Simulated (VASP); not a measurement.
## ScPt: electric field gradients with LDA

ScPt:

```
Sc Pt
1.0
     3.27000    0.00000    0.00000
     0.00000    3.27000    0.00000
     0.00000    0.00000    3.33540
Sc Pt
1 1
Direct
  0.50000 0.50000 0.50000
  0.00000 0.00000 0.00000
```

This cell differs from its parent crystal: zz strain of +2 %.

- Program: VASP 6.6.1
- Task: electric field gradients
- Functional: LDA
- Potentials or basis: VASP PAW LDA potentials, release 64 (Sc_sv, Pt)
- Cutoff: 520 eV
- k mesh: 10 × 10 × 10
- Occupations: fermi-dirac, width 0.05 eV
- Spin: no spin polarisation
- Dipole correction: no
- Further INCAR settings: ALGO = Normal; EDIFF = 1e-08; NBANDS = 18

| Item | Value |
| --- | --- |
| Pressure | -7.5 GPa |

Levels at points of the mesh, in eV from the Fermi level:
```tsv
k point	band 9	band 10	band 11	band 12	band 13	band 14
(0.00, 0.00, 0.00)	-2.83	-2.73	1.30	1.46	3.34	3.35
(0.50, 0.00, 0.00)	-3.16	-2.42	-0.84	-0.11	1.02	1.18
(0.50, 0.50, 0.00)	-1.54	-0.70	0.40	0.40	2.01	3.40
(0.00, 0.00, 0.50)	-3.12	-2.37	-1.08	-0.17	1.21	1.21
(0.50, 0.00, 0.50)	-1.63	-0.88	0.26	0.30	1.81	3.38
(0.50, 0.50, 0.50)	-1.50	-1.41	-1.35	-1.35	2.97	3.50
```

Electric field gradients, principal values (V/Å²):
| atom | least | middle | greatest (by size) |
| --- | --- | --- | --- |
| 1 Sc | 0.646 | 0.646 | -1.291 |
| 2 Pt | 3.816 | 3.816 | -7.632 |

Run time: 42 s on 1 thread of AMD EPYC 9R45 96-Core Processor (Zen 5), on a shared host, peak memory 0.17 GiB.

Caveat: the cell differs from its parent crystal (zz strain of +2 %); without QUAD_EFG the Cq values of the log hold for a quadrupole moment of 1 mb, not for the nuclei; spin-orbit coupling is left out, which moves the levels of the heavy elements.
